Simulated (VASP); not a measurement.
# LiF (Fm-3m) in VASP: a series of runs, part 2 of 2

VASP 6.6.1.

## (4) Electric field gradients, LDA (volume scaled by 0.96)

Input file INCAR:

```
SYSTEM = LiF
ALGO     = Normal         ! electronic algorithm
EDIFF    = 1E-8           ! SCF threshold, eV
ENCUT    = 520            ! plane-wave cutoff, eV
ISIF     = 2              ! what is computed and relaxed
ISMEAR   = -1             ! smearing method
LASPH    = .True.         ! aspherical terms in the spheres
LCHARG   = .False.        ! write CHGCAR
LEFG     = .True.       
LREAL    = .False.        ! projectors in reciprocal space
LWAVE    = .False.        ! write WAVECAR
NBANDS   = 12             ! bands
NELM     = 80             ! most SCF steps
PREC     = Accurate       ! precision mode
SIGMA    = 0.03           ! smearing width, eV
```

Input file KPOINTS:

```
k-points
0
Gamma
  10 10 10
  0 0 0
```

Input file POSCAR:

```
LiF
1.0
    0.0000000000      1.9867804471      1.9867804471
    1.9867804471      0.0000000000      1.9867804471
    1.9867804471      1.9867804471      0.0000000000
Li F
1 1
Direct
    0.0000000000      0.0000000000      0.0000000000
    0.5000000000      0.5000000000      0.5000000000
```

Potentials or basis: VASP PAW LDA potentials, release 64 (Li_sv, F).

Started as:

```
$ cat potpaw_LDA.64/Li_sv/POTCAR potpaw_LDA.64/F/POTCAR > POTCAR
$ mpirun -np 1 vasp_std > vasp.out
```

OUTCAR:

```text
SYSTEM = LiF
   EDIFF = 1E-8
   ENCUT = 520
   ISIF = 2
   ISMEAR = -1
   LASPH = .True.
   LREAL = .False.
   NELM = 80
   PREC = Accurate

 ion  position               nearest neighbor table
   1  0.000  0.000  0.000-   2 1.99   2 1.99   2 1.99   2 1.99   2 1.99   2 1.99
   2  0.500  0.500  0.500-   1 1.99   1 1.99   1 1.99   1 1.99   1 1.99   1 1.99

  LATTYP: Found a face centered cubic cell.
 ALAT       =     3.9735608942

  Lattice vectors:

 A1 = (   0.0000000000,   1.9867804471,   1.9867804471)
 A2 = (   1.9867804471,   0.0000000000,   1.9867804471)
 A3 = (   1.9867804471,   1.9867804471,   0.0000000000)

Analysis of symmetry for initial positions (statically):
[... 574 lines left out ...]
  energy  without entropy=      -10.4921179651  energy(sigma->0) =      -10.49211797

 Electric field gradients (V/A^2)
---------------------------------------------------------------------
 ion       V_xx      V_yy      V_zz      V_xy      V_xz      V_yz
---------------------------------------------------------------------
   1      -0.000     0.000     0.000     0.000     0.000     0.000
   2      -0.000     0.000     0.000     0.002     0.002     0.002
---------------------------------------------------------------------

 Electric field gradients after diagonalization (V/A^2)
 (convention: |V_zz| > |V_xx| > |V_yy|)
----------------------------------------------------------------------
 ion       V_xx      V_yy      V_zz     asymmetry (V_yy - V_xx)/ V_zz
----------------------------------------------------------------------
   1      -0.000    -0.000     0.000       0.000
   2      -0.002    -0.002     0.003       0.000
----------------------------------------------------------------------

           NMR quadrupolar parameters

 Cq : quadrupolar parameter    Cq=e*Q*V_zz/h
 eta: asymmetry parameters     (V_yy - V_xx)/ V_zz
 Q  : nuclear electric quadrupole moment in mb (millibarn)
----------------------------------------------------------------------
 ion       Cq(MHz)       eta       Q (mb)
----------------------------------------------------------------------
   1       0.000       0.000       1.000
   2       0.000       0.000       1.000
----------------------------------------------------------------------
```

OSZICAR:

```text
N       E                     dE             d eps       ncg     rms          rms(c)
DAV:   1     0.293492628088E+02    0.29349E+02   -0.54267E+03  1152   0.841E+02
DAV:   2    -0.100016035745E+02   -0.39351E+02   -0.38551E+02  1368   0.186E+02
DAV:   3    -0.109756233727E+02   -0.97402E+00   -0.97150E+00  1480   0.255E+01
DAV:   4    -0.109839747255E+02   -0.83514E-02   -0.83510E-02  1276   0.261E+00
DAV:   5    -0.109840522890E+02   -0.77563E-04   -0.77563E-04  1416   0.193E-01    0.423E+00
DAV:   6    -0.105083414065E+02    0.47571E+00   -0.22247E+00  1248   0.916E+00    0.132E+00
DAV:   7    -0.104975209497E+02    0.10820E-01   -0.15093E-02  1484   0.106E+00    0.785E-01
DAV:   8    -0.104921274871E+02    0.53935E-02   -0.87445E-03  1580   0.993E-01    0.959E-02
DAV:   9    -0.104921042968E+02    0.23190E-04   -0.69529E-04  1280   0.240E-01    0.368E-02
DAV:  10    -0.104921186031E+02   -0.14306E-04   -0.27476E-05  1316   0.382E-02    0.813E-03
DAV:  11    -0.104921179842E+02    0.61886E-06   -0.16784E-06  1444   0.136E-02    0.120E-03
DAV:  12    -0.104921179738E+02    0.10443E-07   -0.26050E-07  1524   0.363E-03    0.716E-04
DAV:  13    -0.104921179652E+02    0.86059E-08   -0.26784E-08  1128   0.139E-03
   1 F= -.10492118E+02 E0= -.10492118E+02  d E =-.619893E-11
```

stdout:

```text
POSCAR found type information on POSCAR LiF
 POSCAR found :  2 types and       2 ions
 scaLAPACK will be used
 LDA part: xc-table for (Slater(with rela. corr.)+CA(PZ))
 , standard interpolation
 POSCAR, INCAR and KPOINTS ok, starting setup
 FFT: planning ... GRIDC
 FFT: planning ... GRID_SOFT
 FFT: planning ... GRID
 WAVECAR not read
 entering main loop
ion   1

ion   2
```

Run time: 6.2 s. Hardware: 1 thread of Intel Xeon Platinum 8259CL at 2.50GHz (Skylake/Cascade Lake), shared host; peak memory 0.12 GiB.

Results:

| Item | Value |
| --- | --- |
| Free energy | -10.4921 eV |
| Band gap on the k mesh | 9.21 eV, direct |

Levels at points of the mesh, in eV from the valence-band top:
```tsv
k point	band 3	band 4	band 5	band 6	band 7	band 8
(0.00, 0.00, 0.00)	0.00	0.00	0.00	9.21	23.98	23.98
(0.50, 0.00, 0.00)	-2.70	-0.25	-0.25	10.58	16.87	18.73
(0.50, 0.50, 0.00)	-3.30	-1.09	-1.09	14.80	16.22	17.63
```

Caveat: the cutoff is under 1.25 times the usual one of these potentials, so pressure, stress and relaxed cells hold a basis-set (Pulay) error; without QUAD_EFG the Cq values of the log hold for a quadrupole moment of 1 mb, not for the nuclei.

## (5) Electric field gradients, LDA (volume scaled by 0.96)

Input file INCAR:

```
  PREC = Accurate
  ENCUT = 520
  EDIFF = 1E-8
  ISMEAR = -1
  SIGMA = 0.03
  LREAL = F
  LASPH = T
  NELM = 60
  ALGO = Normal
  ISIF = 2
  LWAVE = F
  LCHARG = F
  LEFG = T
  NBANDS = 12
```

Input file KPOINTS:

```
Automatic mesh
0
Gamma
  10 10 10
```

POSCAR is that of step 4.

Potentials or basis: VASP PAW LDA potentials, release 64 (Li_sv, F).

Started as:

```
$ cat potpaw_LDA.64/Li_sv/POTCAR potpaw_LDA.64/F/POTCAR > POTCAR
$ mpirun -np 1 vasp_std > vasp.out
```

OUTCAR:

```text
PREC = Accurate
   ENCUT = 520
   EDIFF = 1E-8
   ISMEAR = -1
   LREAL = F
   LASPH = T
   NELM = 60
   ISIF = 2

 ion  position               nearest neighbor table
   1  0.000  0.000  0.000-   2 1.99   2 1.99   2 1.99   2 1.99   2 1.99   2 1.99
   2  0.500  0.500  0.500-   1 1.99   1 1.99   1 1.99   1 1.99   1 1.99   1 1.99

  LATTYP: Found a face centered cubic cell.
 ALAT       =     3.9735608942

  Lattice vectors:

 A1 = (   0.0000000000,   1.9867804471,   1.9867804471)
 A2 = (   1.9867804471,   0.0000000000,   1.9867804471)
 A3 = (   1.9867804471,   1.9867804471,   0.0000000000)

Analysis of symmetry for initial positions (statically):
=====================================================================
 Subroutine PRICEL returns:
 Original cell was already a primitive cell.

 Routine SETGRP: Setting up the symmetry group for a
 face centered cubic supercell.

 Subroutine GETGRP returns: Found 48 space group operations
 (whereof 48 operations were pure point group operations)
 out of a pool of 48 trial point group operations.

The static configuration has the point symmetry O_h .

Analysis of symmetry for dynamics (positions and initial velocities):
=====================================================================
 Subroutine PRICEL returns:
 Original cell was already a primitive cell.

 Routine SETGRP: Setting up the symmetry group for a
 face centered cubic supercell.

 Subroutine GETGRP returns: Found 48 space group operations
 (whereof 48 operations were pure point group operations)
 out of a pool of 48 trial point group operations.

The dynamic configuration has the point symmetry O_h .

 Subroutine INISYM returns: Found 48 space group operations
 (whereof 48 operations are pure point group operations),
 and found     1 'primitive' translations

----------------------------------------------------------------------------------------

                                     Primitive cell

  volume of cell :      15.6848

  direct lattice vectors                    reciprocal lattice vectors
     0.000000000  1.986780447  1.986780447    -0.251663439  0.251663439  0.251663439
     1.986780447  0.000000000  1.986780447     0.251663439 -0.251663439  0.251663439
     1.986780447  1.986780447  0.000000000     0.251663439  0.251663439 -0.251663439

  length of vectors
     2.809731854  2.809731854  2.809731854     0.435893863  0.435893863  0.435893863

  position of ions in fractional coordinates (direct lattice)
     0.000000000  0.000000000  0.000000000
     0.500000000  0.500000000  0.500000000

  ion indices of the primitive-cell ions
   primitive index   ion index
                 1           1
                 2           2

----------------------------------------------------------------------------------------

 KPOINTS: Automatic mesh

Automatic generation of k-mesh.
 Grid dimensions read from file:
 generate k-points for:   10   10   10

 Generating k-lattice:

[... 75 lines left out ...]
   EFERMI =   0.00;   METHOD = LEGACY
   ISMEAR =    -1;   SIGMA  =   0.03  broadening in eV -4-tet -1-fermi 0-gaus
   EFERMI_NEDOS =   21; number of points for ismear=-14 and -15
   IALGO  =     38    algorithm
   IMIX   =      4    mixing-type and parameters
     AMIX     =   0.40;   BMIX     =  1.00
     AMIX_MAG =   1.60;   BMIX_MAG =  1.00
  volume/ion in A,a.u.               =       7.84        52.92
  Fermi-wavevector in a.u.,A,eV,Ry     =   1.409013  2.662648 27.011881  1.985317
  Thomas-Fermi vector in A             =   2.531112
   LORBIT       =      0    0 simple, 1 ext, 2 COOP (PROOUT), +10 PAW based schemes
   GGA     = CA    functional components
   LHFCALC =     F    Hartree Fock is set to
   AEXX    =    0.0000 exact exchange contribution
   IVDW    =     0    specifies the selected vdW correction
   LEPSILON=     F    determine dielectric tensor
   LRPA    =     F    only Hartree local field effects (RPA)
 non-spin polarized calculation
  energy-cutoff  :      520.00
  volume of cell :       15.68
 maximum number of plane-waves:       444
 NGX is ok and might be reduce to    24
   NGX = 11   NGY = 11   NGZ = 11

 number of electron      10.0000000 magnetization

 number of electron       9.9999999 magnetization

 Free energy of the ion-electron system (eV)
  ---------------------------------------------------
  ext. energy  EPLUGINS =         0.00000000
  ---------------------------------------------------
  free energy    TOTEN  =       -10.49211797 eV

  energy without entropy =      -10.49211797  energy(sigma->0) =      -10.49211797

 E-fermi :  -0.3618     XC(G=0): -10.8751

 val. band max:       -1.0399902044   @ k =   0.0000   0.0000   0.0000
 cond. band min:       8.1723438465   @ k =   0.0000   0.0000   0.0000
 fundamental gap:      9.2123340509
 Fermi energy:        -0.3618355575

 k-point     1 :       0.0000    0.0000    0.0000
  band No.  band energies     occupation
      1     -40.7135      2.00000
      2     -20.7230      2.00000
      3      -1.0400      2.00000
      4      -1.0400      2.00000
      5      -1.0400      2.00000
      6       8.1723      0.00000
      7      22.9436      0.00000
      8      22.9436      0.00000
      9      22.9436      0.00000
     10      23.2657      0.00000
     11      23.2657      0.00000
     12      23.2657      0.00000
[... 331 lines left out ...]
 k-point    24 :       0.4000    0.3000    0.0000
  band No.  band energies     occupation
      1     -40.6297      2.00000
      2     -20.1270      2.00000
      3      -3.5643      2.00000
      4      -1.9981      2.00000
      5      -1.8750      2.00000
      6      12.0844      0.00000
      7      15.5539      0.00000
      8      17.5405      0.00000
      9      19.0879      0.00000
     10      20.1724      0.00000
     11      33.5056      0.00000
     12      34.2070      0.00000

 [... further k-points ...]
[... 5 lines left out ...]
  --------------------------------------------------------------------------------------
  -------------------------------------------------------------------------------------
  Total       -0.4010127     -0.4010127     -0.4010127      0.0000000      0.0000000      0.0000000
  in kB      -40.9627504    -40.9627504    -40.9627504      0.0000000      0.0000000      0.0000000
  external PRESSURE =     -40.9627504 kB  Pullay stress =       0.0000000 kB

 VOLUME and BASIS-vectors are now :
 -----------------------------------------------------------------------------
  energy-cutoff  :      520.00
  volume of cell :       15.68
      direct lattice vectors                 reciprocal lattice vectors
     0.000000000  1.986780447  1.986780447    -0.251663439  0.251663439  0.251663439
     1.986780447  0.000000000  1.986780447     0.251663439 -0.251663439  0.251663439
     1.986780447  1.986780447  0.000000000     0.251663439  0.251663439 -0.251663439

 POSITION                                       TOTAL-FORCE (eV/Angst)
 -----------------------------------------------------------------------------------
      0.00000      0.00000      0.00000        -0.000000     -0.000000      0.000000
      1.98678      1.98678      1.98678         0.000000      0.000000     -0.000000
 -----------------------------------------------------------------------------------
    total drift:                               -0.000000     -0.000000      0.000000

  FREE ENERGIE OF THE ION-ELECTRON SYSTEM (eV)
  ---------------------------------------------------
  free  energy   TOTEN  =       -10.4921179652 eV

  energy  without entropy=      -10.4921179651  energy(sigma->0) =      -10.49211797

 Electric field gradients (V/A^2)
---------------------------------------------------------------------
 ion       V_xx      V_yy      V_zz      V_xy      V_xz      V_yz
---------------------------------------------------------------------
   1      -0.000     0.000     0.000     0.000     0.000     0.000
   2      -0.000     0.000     0.000     0.002     0.002     0.002
---------------------------------------------------------------------

 Electric field gradients after diagonalization (V/A^2)
 (convention: |V_zz| > |V_xx| > |V_yy|)
----------------------------------------------------------------------
 ion       V_xx      V_yy      V_zz     asymmetry (V_yy - V_xx)/ V_zz
----------------------------------------------------------------------
   1      -0.000    -0.000     0.000       0.000
   2      -0.002    -0.002     0.003       0.000
----------------------------------------------------------------------

           NMR quadrupolar parameters

 Cq : quadrupolar parameter    Cq=e*Q*V_zz/h
 eta: asymmetry parameters     (V_yy - V_xx)/ V_zz
 Q  : nuclear electric quadrupole moment in mb (millibarn)
----------------------------------------------------------------------
 ion       Cq(MHz)       eta       Q (mb)
----------------------------------------------------------------------
   1       0.000       0.000       1.000
   2       0.000       0.000       1.000
----------------------------------------------------------------------
```

OSZICAR:

```text
N       E                     dE             d eps       ncg     rms          rms(c)
DAV:   1     0.293492628088E+02    0.29349E+02   -0.54267E+03  1152   0.841E+02
DAV:   2    -0.100016035745E+02   -0.39351E+02   -0.38551E+02  1368   0.186E+02
DAV:   3    -0.109756233727E+02   -0.97402E+00   -0.97150E+00  1480   0.255E+01
DAV:   4    -0.109839747255E+02   -0.83514E-02   -0.83510E-02  1276   0.261E+00
DAV:   5    -0.109840522890E+02   -0.77563E-04   -0.77563E-04  1416   0.193E-01    0.423E+00
DAV:   6    -0.105083414065E+02    0.47571E+00   -0.22247E+00  1248   0.916E+00    0.132E+00
DAV:   7    -0.104975209497E+02    0.10820E-01   -0.15093E-02  1484   0.106E+00    0.785E-01
DAV:   8    -0.104921274871E+02    0.53935E-02   -0.87445E-03  1580   0.993E-01    0.959E-02
DAV:   9    -0.104921042968E+02    0.23190E-04   -0.69529E-04  1280   0.240E-01    0.368E-02
DAV:  10    -0.104921186031E+02   -0.14306E-04   -0.27476E-05  1316   0.382E-02    0.813E-03
DAV:  11    -0.104921179842E+02    0.61886E-06   -0.16784E-06  1444   0.136E-02    0.120E-03
DAV:  12    -0.104921179738E+02    0.10443E-07   -0.26050E-07  1524   0.363E-03    0.716E-04
DAV:  13    -0.104921179652E+02    0.86059E-08   -0.26784E-08  1128   0.139E-03
   1 F= -.10492118E+02 E0= -.10492118E+02  d E =-.619893E-11
```

It took 6.2 s on 1 thread of Intel Xeon Platinum 8259CL at 2.50GHz (Skylake/Cascade Lake), shared host; peak memory 0.12 GiB.

What came out:

```
Free energy            : -10.4921 eV
Band gap on the k mesh : 9.21 eV, direct
```

Caveat: the cutoff is under 1.25 times the usual one of these potentials, so pressure, stress and relaxed cells hold a basis-set (Pulay) error; without QUAD_EFG the Cq values of the log hold for a quadrupole moment of 1 mb, not for the nuclei. A k mesh can miss the band edges.

## (6) Summary

```csv
cell,gap on the mesh (eV)
"a = 2.858 Å, angles 60.0°, 2 atoms",8.74
"a = 2.886 Å, angles 60.0°, 2 atoms",8.49
"a = 2.810 Å, angles 60.0°, 2 atoms",9.21
```

Alike in all rows: task electric field gradients; level LDA; potentials or basis VASP PAW LDA potentials, release 64 (Li_sv, F); no spin polarisation; k mesh 10 × 10 × 10; cutoff (eV) 520; smearing fermi-dirac 0.03 eV.

Caveats: the cutoff is under 1.25 times the usual one of these potentials, so pressure, stress and relaxed cells hold a basis-set (Pulay) error.

Absolute energies hang on the potentials; compare differences alone.
